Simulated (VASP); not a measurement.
**CoO: single point with PBE+U**

The system is CoO.

```xyz
4
Lattice="0.0000 2.3113 2.3113 4.5770 2.3113 2.3113 4.5770 4.6226 0.0000" Properties=species:S:1:pos:R:3 pbc="T T T"
Co    0.0000    2.3113    2.3113
Co    2.2885    4.6226    2.3113
O     1.1443    1.1556    1.1556
O     3.4328    3.4669    1.1556
```

```
Program             : VASP 6.6.1
Task                : single point
Functional          : PBE
Potentials or basis : VASP PAW PBE potentials, release 64 (Co, O)
Cutoff              : 520 eV
k mesh              : 14 × 14 × 7
Occupations         : gaussian, width 0.02 eV
Spin                : collinear spin, antiferromagnetic start
Starting moments    : [3.0, -3.0, 0.0, 0.0] μB
Hubbard terms       : Co d U = 3.32 eV
```

The pressure is -1.6 GPa, the band gap on the k mesh is 1.10 eV and the net moment is 0.00 μB per cell. The site moments are Co +2.62, -2.62; O +0.00 μB. The valence electrons inside the program's atomic spheres are Co 7.90; O 5.00.

Levels at points of the mesh, in eV from the valence-band top:
Spin up:
```tsv
k point	band 11	band 12	band 13	band 14	band 15	band 16	band 17	band 18	band 19	band 20
(0.00, 0.00, 0.00)	-1.57	-1.29	-0.90	-0.90	-0.87	1.10	2.92	3.77	3.77	6.44
(0.50, 0.00, 0.00)	-1.93	-1.87	-0.99	-0.78	-0.19	2.76	3.15	3.52	6.17	6.63
(0.50, 0.50, 0.00)	-2.49	-2.00	-1.99	-0.95	-0.76	2.05	2.05	2.99	6.38	6.38
```
Spin down:
```
           k point  band 13  band 14  band 15  band 16  band 17  band 18
(0.00, 0.00, 0.00)    -0.90    -0.90    -0.87     1.10     2.92     3.77
(0.50, 0.00, 0.00)    -0.99    -0.78    -0.19     2.76     3.15     3.52
(0.50, 0.50, 0.00)    -1.99    -0.95    -0.76     2.05     2.05     2.99
```

Eigenvalues of the final occupation matrices:
```tsv
site	spin	trace	eigenvalues
site 1 d	1	4.87	0.96 0.97 0.98 0.98 0.98
site 1 d	2	2.30	0.12 0.12 0.13 0.96 0.96
site 2 d	1	2.30	0.12 0.12 0.13 0.96 0.96
site 2 d	2	4.87	0.96 0.97 0.98 0.98 0.98
```

Wall time 6.7 min on 1 thread of AMD EPYC 9R45 96-Core Processor (Zen 5), with other jobs on the host, peak memory 0.41 GiB.

A k mesh can miss the band edges. The state reached can hang on the start; a lower one may exist.
